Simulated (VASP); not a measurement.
Here is a VASP 6.6.1 calculation.

POSCAR

```
Al16SiN15
1.0
    6.2595139326      0.0000000578      0.0000000000
   -3.1297570163      5.4208980521      0.0000000000
    0.0000000000      0.0000000000     10.0348065068
Al N Si
16 15 1
Direct
    0.3336931395      0.1631284685      0.2525980212
    0.1651006957      0.3319998297      0.4982025374
    0.3284038448      0.1683836797      0.7557312252
    0.1645140858      0.3324748287      1.0074409029
    0.3339261141      0.6704996726      0.2522888334
    0.1939724828      0.8479563969      0.5142930607
    0.3283888198      0.6599763780      0.7556108925
    0.1682618357      0.8342603246      0.9922254117
    0.8263765454      0.1630446409      0.2522168709
    0.6496001443      0.3036584054      0.5142194990
    0.8369389601      0.1686074813      0.7556908990
    0.6623814943      0.3285211060      0.9922302843
    0.8313117887      0.6654504168      0.2122141665
    0.6484290080      0.8487698736      0.5142954499
    0.8308326431      0.6661049415      0.7384534598
    0.6618449375      0.8350956542      0.9926648866
    0.3315535993      0.1661444971      0.4424612585
    0.1657734170      0.3312175686      0.1956334304
    0.3263500049      0.1701932132      0.9407678701
    0.1655472996      0.3311054221      0.6898918678
    0.3304658647      0.6700748125      0.4424969266
    0.1779982793      0.8369169095      0.1770016869
    0.3257657332      0.6590872511      0.9406023314
    0.1771046098      0.8371993916      0.7032923033
    0.8269923792      0.1666233372      0.4423782208
    0.6598576678      0.3189878961      0.1769949811
    0.8377338458      0.1711726256      0.9407123803
    0.6596400528      0.3197008116      0.7032984199
    0.6598069790      0.8368967576      0.1778082760
    0.8292248387      0.6674504732      0.9367165167
    0.6598068639      0.8372385977      0.7028091981
    0.8299398707      0.6679304669      0.4309145289
```

Contents of INCAR.step1:

```
PREC = Accurate
ENCUT = 520
EDIFF = 1E-5
ISMEAR = -1
SIGMA = 0.01
LREAL = Auto
LASPH = True
NELM = 120
ALGO = Normal
ISIF = 2
LWAVE = True
LCHARG = False
NBANDS = 86
GGA = PE
NELECT = 128.0
GGA_COMPAT = False
ISYM = -1
```

File INCAR.step2:

```
PREC = Accurate
ENCUT = 520
EDIFF = 1E-6
ISMEAR = -1
SIGMA = 0.01
LREAL = Auto
LASPH = True
NELM = 120
ALGO = Normal
ISIF = 2
LWAVE = False
LCHARG = False
GGA = PE
LHFCALC = True
HFSCREEN = 0.2079
PRECFOCK = Fast
NBANDS = 86
ISTART = 1
NELECT = 128.0
GGA_COMPAT = False
ISYM = -1
```

File KPOINTS:

```
explicit points
1
Reciprocal
  0.25000000   0.25000000   0.25000000 1
```

Potentials or basis: VASP PAW PBE potentials, release 64 (Al, N, Si).

Command:

```sh
$ cat potpaw_PBE.64/Al/POTCAR potpaw_PBE.64/N/POTCAR potpaw_PBE.64/Si/POTCAR > POTCAR
$ cp INCAR.step1 INCAR
$ mpirun -np 1 vasp_std > vasp.out
$ cp INCAR.step2 INCAR
$ mpirun -np 1 vasp_std > vasp.out
```

(1) What does it give for the largest force?

## Answers

(1) 0.120 eV/Å.

Caveat: the cell carries a net charge on a neutralising background, which shifts energy and pressure; the PAW data sets were made with another functional, which shifts forces and pressure a little.
